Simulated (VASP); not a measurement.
# Al (P2_1/m) in VASP: further runs

Runs on Al. Level: PBE+D3(BJ). Tasks: single point.

Everything below comes from runs of VASP 6.6.1. Logs are shortened: lines on timing, memory, paths and dates and some standing lists are left out, and cuts for length are marked.

## Step 1: The cell of the first run

It takes space group P2_1/m (No. 11, monoclinic). The conventional cell has a = 2.812 Å, b = 4.867 Å, c = 2.812 Å, α = 90.00°, β = 120.00°, γ = 90.00°. Al (site symmetry m) has 12 Al at 2.69 to 3.26 Å within 3.5 Å.

## Step 2: Single point, PBE+D3(BJ) (atom 1 (Al) moved by (-0.600, +0.000) A along x and y)

Contents of INCAR:

```
PREC     = Accurate       # precision mode
ENCUT    = 520            # plane-wave cutoff, eV
EDIFF    = 1E-6           # SCF threshold, eV
ISMEAR   = 0              # smearing method
SIGMA    = 0.15           # smearing width, eV
LREAL    = False          # projectors in reciprocal space
LASPH    = True           # aspherical terms in the spheres
NELM     = 100            # most SCF steps
ALGO     = Fast           # electronic algorithm
ISIF     = 2              # what is computed and relaxed
LWAVE    = False          # write WAVECAR
LCHARG   = False          # write CHGCAR
GGA      = PE             # functional
IVDW     = 12             # dispersion correction
NBANDS   = 10             # bands
```

Contents of KPOINTS:

```
Automatic mesh
0
Gamma
  18 18 10
```

Contents of POSCAR:

```
Al
1.0
    2.8124553515      0.0000000000      0.0000000000
   -1.4062276757      2.4356577814      0.0000000000
    0.0000000000      0.0000000000      4.8668500000
Al
2
Direct
    0.4533299466      0.3333333333      0.7500000000
    0.3333333333      0.6666666667      0.2500000000
```

Potentials or basis: VASP PAW PBE potentials, release 64 (Al).

On the command line:

```
$ cat potpaw_PBE.64/Al/POTCAR > POTCAR
$ mpirun -np 1 vasp_std > vasp.out
```

OUTCAR:

```text
PREC = Accurate
   ENCUT = 520
   EDIFF = 1E-6
   ISMEAR = 0
   LREAL = False
   LASPH = True
   NELM = 100
   ISIF = 2
   GGA = PE
   IVDW = 12
 IVDW          = 12

 ion  position               nearest neighbor table
   1  0.453  0.333  0.750-   2 2.69   2 2.69   2 2.99   2 2.99   2 3.26   2 3.26
   2  0.333  0.667  0.250-   1 2.69   1 2.69   1 2.99   1 2.99   1 3.26   1 3.26

  LATTYP: Found a hexagonal cell.
 ALAT       =     2.8124553515
 C/A-ratio  =     1.7304630267

  Lattice vectors:

 A1 = (   2.8124553515,   0.0000000000,   0.0000000000)
 A2 = (  -1.4062276757,   2.4356577814,   0.0000000000)
 A3 = (   0.0000000000,   0.0000000000,   4.8668500000)

Analysis of symmetry for initial positions (statically):
=====================================================================
 Subroutine PRICEL returns:
 Original cell was already a primitive cell.

 Routine SETGRP: Setting up the symmetry group for a
 hexagonal supercell.

 Subroutine GETGRP returns: Found  4 space group operations
 (whereof  1 operations were pure point group operations)
 out of a pool of 24 trial point group operations.

The static configuration has the point symmetry C_1 .
 The point group associated with its full space group is C_2h.

Analysis of symmetry for dynamics (positions and initial velocities):
=====================================================================
 Subroutine PRICEL returns:
 Original cell was already a primitive cell.

 Routine SETGRP: Setting up the symmetry group for a
 hexagonal supercell.

 Subroutine GETGRP returns: Found  4 space group operations
 (whereof  1 operations were pure point group operations)
 out of a pool of 24 trial point group operations.

The dynamic configuration has the point symmetry C_1 .
 The point group associated with its full space group is C_2h.

 Subroutine INISYM returns: Found  4 space group operations
 (whereof  1 operations are pure point group operations),
 and found     1 'primitive' translations

----------------------------------------------------------------------------------------

                                     Primitive cell

  volume of cell :      33.3388

  direct lattice vectors                    reciprocal lattice vectors
     2.812455352  0.000000000  0.000000000     0.355561200  0.205283355  0.000000000
    -1.406227676  2.435657781  0.000000000     0.000000000  0.410566709  0.000000000
     0.000000000  0.000000000  4.866850000     0.000000000  0.000000000  0.205471712

  length of vectors
     2.812455352  2.812455351  4.866850000     0.410566709  0.410566709  0.205471712

  position of ions in fractional coordinates (direct lattice)
[... 89 lines left out ...]
   PSTRESS=    0.0 pullay stress
   NELECT =       6.0000    total number of electrons
   NUPDOWN=      -1.0000    fix difference up-down
   EMIN   =  10.00;   EMAX   =-10.00  energy-range for DOS
   EFERMI =   0.00;   METHOD = LEGACY
   ISMEAR =     0;   SIGMA  =   0.15  broadening in eV -4-tet -1-fermi 0-gaus
   EFERMI_NEDOS =   21; number of points for ismear=-14 and -15
   IALGO  =     68    algorithm
   IMIX   =      4    mixing-type and parameters
     AMIX     =   0.40;   BMIX     =  1.00
     AMIX_MAG =   1.60;   BMIX_MAG =  1.00
  volume/ion in A,a.u.               =      16.67       112.49
  Fermi-wavevector in a.u.,A,eV,Ry     =   0.924291  1.746656 11.623640  0.854313
  Thomas-Fermi vector in A             =   2.050021
   LORBIT       =      0    0 simple, 1 ext, 2 COOP (PROOUT), +10 PAW based schemes
   GGA     = PE    functional components
   LHFCALC =     F    Hartree Fock is set to
   AEXX    =    0.0000 exact exchange contribution
   IVDW    =    12    specifies the selected vdW correction
   LEPSILON=     F    determine dielectric tensor
   LRPA    =     F    only Hartree local field effects (RPA)
 non-spin polarized calculation
 RMM-DIIS sequential band-by-band and
 Gauss-broadening in eV      SIGMA  =   0.15
  energy-cutoff  :      520.00
  volume of cell :       33.34
 maximum number of plane-waves:       920
 NGX is ok and might be reduce to    24
   NGX = 11   NGY = 11   NGZ = 19

 number of electron       6.0000000 magnetization

 Free energy of the ion-electron system (eV)
  ---------------------------------------------------
  ext. energy  EPLUGINS =         0.00000000
  ---------------------------------------------------
  free energy    TOTEN  =        -7.30149821 eV

  energy without entropy =       -7.29239259  energy(sigma->0) =       -7.29694540

 E-fermi :   7.8251     XC(G=0): -10.1536

 val. band max:        7.8181466948   @ k =   0.2778   0.1111   0.1000
 cond. band min:       7.8261904129   @ k =   0.4444   0.3333   0.3000
 fundamental gap:      0.0080437181
 Fermi energy:         7.8250691801

 k-point     1 :       0.0000    0.0000    0.0000
  band No.  band energies     occupation
      1      -3.1826      2.00000
      2       2.8247      2.00000
      3       3.0328      2.00000
      4      18.0681      0.00000
      5      19.3736      0.00000
      6      19.4924      0.00000
      7      19.9630      0.00000
      8      20.3089      0.00000
      9      20.6376      0.00000
     10      21.0478      0.00000
[... 287 lines left out ...]
 k-point    24 :       0.0000    0.4444    0.0000
  band No.  band energies     occupation
      1       1.6552      2.00000
      2       4.2702      2.00000
      3       7.5616      1.98700
      4       7.6458      1.90893
      5      10.2433      0.00000
      6      10.3353      0.00000
      7      14.4615      0.00000
      8      15.0027      0.00000
      9      20.2665      0.00000
     10      20.4374      0.00000

 [... further k-points ...]

------------------------ aborting loop because EDIFF is reached ----------------------------------------

 Edisp (eV)   -0.66599

 E8    (eV) :    -0.2979

  FORCE on cell =-STRESS in cart. coord.  units (eV):
  Direction    XX          YY          ZZ          XY          YZ          ZX
  --------------------------------------------------------------------------------------
  -------------------------------------------------------------------------------------
  Total      -0.40038    -0.43270     0.14853     0.00718     0.00000     0.00000
  in kB     -19.24136   -20.79464     7.13806     0.34483     0.00000     0.00000
  external pressure =      -10.97 kB  Pullay stress =        0.00 kB

 VOLUME and BASIS-vectors are now :
 -----------------------------------------------------------------------------
  energy-cutoff  :      520.00
  volume of cell :       33.34
      direct lattice vectors                 reciprocal lattice vectors
     2.812455352  0.000000000  0.000000000     0.355561200  0.205283355  0.000000000
    -1.406227676  2.435657781  0.000000000     0.000000000  0.410566709  0.000000000
     0.000000000  0.000000000  4.866850000     0.000000000  0.000000000  0.205471712

 POSITION                                       TOTAL-FORCE (eV/Angst)
 -----------------------------------------------------------------------------------
      0.80623      0.81189      3.65014         0.351944     -0.286762      0.000000
     -0.00000      1.62377      1.21671        -0.351944      0.286762     -0.000000
 -----------------------------------------------------------------------------------
    total drift:                               -0.000000     -0.000000     -0.000000

  FREE ENERGIE OF THE ION-ELECTRON SYSTEM (eV)
  ---------------------------------------------------
  free  energy   TOTEN  =        -7.9674834053 eV

  energy  without entropy=       -7.9583777912  energy(sigma->0) =       -7.96293060
```

OSZICAR:

```text
N       E                     dE             d eps       ncg     rms          rms(c)
DAV:   1    -0.162529085028E+00   -0.16253E+00   -0.22989E+03 19688   0.471E+02
DAV:   2    -0.718957913981E+01   -0.70271E+01   -0.67942E+01 25626   0.534E+01
DAV:   3    -0.734477931852E+01   -0.15520E+00   -0.15366E+00 25824   0.646E+00
DAV:   4    -0.734545251857E+01   -0.67320E-03   -0.67312E-03 22982   0.477E-01
DAV:   5    -0.734545847975E+01   -0.59612E-05   -0.59602E-05 23518   0.466E-02    0.180E+00
RMM:   6    -0.731964615816E+01    0.25812E-01   -0.25492E-03 19919   0.295E-01    0.106E+00
RMM:   7    -0.730151790534E+01    0.18128E-01   -0.75207E-03 20564   0.489E-01    0.141E-01
RMM:   8    -0.730149394014E+01    0.23965E-04   -0.37982E-04 21683   0.128E-01    0.167E-02
RMM:   9    -0.730149756782E+01   -0.36277E-05   -0.47753E-05 22829   0.496E-02    0.161E-02
RMM:  10    -0.730149820604E+01   -0.63822E-06   -0.95701E-06 23034   0.215E-02
   1 F= -.79674834E+01 E0= -.79629306E+01  d E =-.910561E-02
```

stdout:

```text
POSCAR found type information on POSCAR Al
 POSCAR found :  1 types and       2 ions
 scaLAPACK will be used
 LDA part: xc-table for (Slater+PW92), standard interpolation
 POSCAR, INCAR and KPOINTS ok, starting setup
 FFT: planning ... GRIDC
 FFT: planning ... GRID_SOFT
 FFT: planning ... GRID
 WAVECAR not read
 entering main loop
```

It took 1.8 min on 1 thread of Intel Xeon 6975P-C, shared host; peak memory 0.37 GiB.

What came out:

```yaml
Free_energy: -7.9675 eV
Pressure: -1.1 GPa
Largest_force: 0.454 eV/Å
Band_gap_on_the_k_mesh: zero (band 3 reaches 11.43 eV, above the bottom of band 4 at 4.58 eV)
Dispersion_energy_per_atom: -0.333 eV
```

Forces on the atoms (eV/Å):
```
Al   0.352 -0.287  0.000
Al  -0.352  0.287  0.000
```

Stress tensor (GPa, compression positive):
```
-1.92  0.03  0.00
 0.03 -2.08  0.00
 0.00  0.00  0.71
```

Levels at points of the mesh, in eV from the Fermi level:
```csv
k point,band 1,band 2,band 3,band 4,band 5,band 6,band 7,band 8
"(0.00, 0.00, 0.00)",-11.01,-5.00,-4.79,10.24,11.55,11.67,12.14,12.48
"(0.50, 0.00, 0.00)",-5.01,-4.80,0.23,0.28,1.68,2.02,6.33,7.91
"(0.00, 0.50, 0.00)",-4.98,-4.86,0.55,0.66,1.44,1.55,6.57,7.11
"(0.50, 0.50, 0.00)",-4.95,-4.90,0.79,0.93,1.22,1.27,6.43,7.20
"(0.00, 0.00, 0.50)",-9.46,-9.46,2.39,2.39,12.61,12.61,12.71,12.71
"(0.50, 0.00, 0.50)",-3.59,-3.59,-3.25,-3.25,7.12,7.12,7.92,7.92
"(0.00, 0.50, 0.50)",-3.76,-3.76,-3.03,-3.03,6.98,6.98,7.59,7.59
"(0.50, 0.50, 0.50)",-3.80,-3.80,-2.96,-2.96,6.94,6.94,7.54,7.54
```

Caveat: the cell differs from its parent crystal (atom 1 (Al) moved by (-0.600, +0.000) A along x and y); pairwise dispersion overbinds metals, which lowers pressure and volume.

## Step 3: Single point, PBE+D3(BJ) (atom 1 (Al) moved by (-0.600, +0.600) A along x and y)

Contents of INCAR:

```
SYSTEM = Al
PREC = Accurate
ENCUT = 520
EDIFF = 1E-7
ISMEAR = 0
SIGMA = 0.15
LREAL = .FALSE.
LASPH = .TRUE.
NELM = 80
ALGO = Fast
ISIF = 2
LWAVE = .FALSE.
LCHARG = .FALSE.
GGA = PE
IVDW = 12
NBANDS = 10
```

Contents of KPOINTS:

```
Automatic mesh
0
G
  18 18 10
  0 0 0
```

POSCAR: that of step 2 with these lines changed.

```diff
@@ -8,3 +8,3 @@
 Direct
-    0.4533299466      0.3333333333      0.7500000000
+    0.5764999594      0.5796733588      0.7500000000
     0.3333333333      0.6666666667      0.2500000000
```

Potentials or basis: VASP PAW PBE potentials, release 64 (Al).

On the command line:

```
$ cat potpaw_PBE.64/Al/POTCAR > POTCAR
$ mpirun -np 1 vasp_std > vasp.out
```

Run time: 2.1 min. Hardware: 1 thread of Intel Xeon 6975P-C, shared host; peak memory 0.38 GiB.

Results (log left out):

```
Free energy                : -7.7759 eV
Pressure                   : 2.2 GPa
Largest force              : 0.746 eV/Å
Band gap on the k mesh     : zero (band 3 reaches 11.12 eV, above the bottom of band 4 at 4.52 eV)
Dispersion energy per atom : -0.333 eV
```

Forces on the atoms (eV/Å):
```
Al   0.719 -0.200  0.000
Al  -0.719  0.200  0.000
```

Stress tensor (GPa, compression positive):
```
-1.24 -0.08  0.00
-0.08 -1.45  0.00
 0.00  0.00  9.34
```

Levels at points of the mesh, in eV from the Fermi level:
```tsv
k point	band 1	band 2	band 3	band 4	band 5	band 6	band 7	band 8
(0.00, 0.00, 0.00)	-10.95	-4.94	-4.77	9.79	11.61	11.74	12.17	12.60
(0.50, 0.00, 0.00)	-4.95	-4.78	0.31	0.51	1.69	1.86	6.73	6.86
(0.00, 0.50, 0.00)	-4.97	-4.74	0.16	0.31	1.81	2.11	6.52	7.34
(0.50, 0.50, 0.00)	-4.93	-4.80	0.44	0.69	1.57	1.68	6.45	7.10
(0.00, 0.00, 0.50)	-9.40	-9.40	2.37	2.37	12.67	12.67	12.89	12.89
(0.50, 0.00, 0.50)	-3.65	-3.65	-3.06	-3.06	6.73	6.73	7.80	7.80
(0.00, 0.50, 0.50)	-3.51	-3.51	-3.24	-3.24	6.79	6.79	8.06	8.06
(0.50, 0.50, 0.50)	-3.71	-3.71	-2.98	-2.98	6.70	6.70	7.70	7.70
```

Caveat: the cell differs from its parent crystal (atom 1 (Al) moved by (-0.600, +0.600) A along x and y); pairwise dispersion overbinds metals, which lowers pressure and volume.

## Step 4: Single point, PBE+D3(BJ) (atom 1 (Al) moved by (-0.300, -0.600) A along x and y)

Contents of INCAR:

```
ALGO     = Fast           # electronic algorithm
EDIFF    = 1E-6           # SCF threshold, eV
ENCUT    = 520            # plane-wave cutoff, eV
GGA      = PE             # functional
ISIF     = 2              # what is computed and relaxed
ISMEAR   = 0              # smearing method
IVDW     = 12             # dispersion correction
LASPH    = True           # aspherical terms in the spheres
LCHARG   = True           # write CHGCAR
LELF     = True           # ELF
LREAL    = False          # projectors in reciprocal space
LVHAR    = True         
LWAVE    = False          # write WAVECAR
NBANDS   = 10             # bands
NELM     = 80             # most SCF steps
PREC     = Accurate       # precision mode
SIGMA    = 0.15           # smearing width, eV
```

Contents of KPOINTS:

```
k-points
0
Gamma
  18 18 10
```

POSCAR: that of step 3 with these lines changed.

```diff
@@ -8,3 +8,3 @@
 Direct
-    0.5764999594      0.5796733588      0.7500000000
+    0.4368282939      0.0869933078      0.7500000000
     0.3333333333      0.6666666667      0.2500000000
```

On the command line:

```
$ cat potpaw_PBE.64/Al/POTCAR > POTCAR
$ mpirun -np 1 vasp_std > vasp.out
```

Wall time 2.5 min (1 thread of Intel Xeon 6975P-C, shared host); peak memory 0.38 GiB.

It converged, with:

```
Free energy                : -7.9282 eV
Pressure                   : -0.4 GPa
Largest force              : 0.541 eV/Å
Band gap on the k mesh     : zero (band 3 reaches 11.36 eV, above the bottom of band 4 at 4.55 eV)
Dispersion energy per atom : -0.333 eV
```

Forces in eV/Å, atoms in the order of the input:
```
Al  -0.119  0.528  0.000
Al   0.119 -0.528  0.000
```

Stress tensor (GPa, compression positive):
```
-1.89  0.05  0.00
 0.05 -1.82  0.00
 0.00  0.00  2.46
```

Levels at points of the mesh, in eV from the Fermi level:
| k point | band 1 | band 2 | band 3 | band 4 | band 5 | band 6 | band 7 | band 8 |
| --- | --- | --- | --- | --- | --- | --- | --- | --- |
| (0.00, 0.00, 0.00) | -11.00 | -4.99 | -4.79 | 10.12 | 11.60 | 11.65 | 12.21 | 12.51 |
| (0.50, 0.00, 0.00) | -5.00 | -4.79 | 0.21 | 0.28 | 1.71 | 2.06 | 6.36 | 7.79 |
| (0.00, 0.50, 0.00) | -4.95 | -4.87 | 0.69 | 0.86 | 1.31 | 1.38 | 6.45 | 7.15 |
| (0.50, 0.50, 0.00) | -4.97 | -4.84 | 0.50 | 0.63 | 1.49 | 1.62 | 6.63 | 7.02 |
| (0.00, 0.00, 0.50) | -9.44 | -9.44 | 2.39 | 2.39 | 12.64 | 12.64 | 12.77 | 12.77 |
| (0.50, 0.00, 0.50) | -3.56 | -3.56 | -3.26 | -3.26 | 7.03 | 7.03 | 7.98 | 7.98 |
| (0.00, 0.50, 0.50) | -3.78 | -3.78 | -2.96 | -2.96 | 6.87 | 6.87 | 7.58 | 7.58 |
| (0.50, 0.50, 0.50) | -3.74 | -3.74 | -3.03 | -3.03 | 6.90 | 6.90 | 7.64 | 7.64 |

Caveat: the cell differs from its parent crystal (atom 1 (Al) moved by (-0.300, -0.600) A along x and y); pairwise dispersion overbinds metals, which lowers pressure and volume.
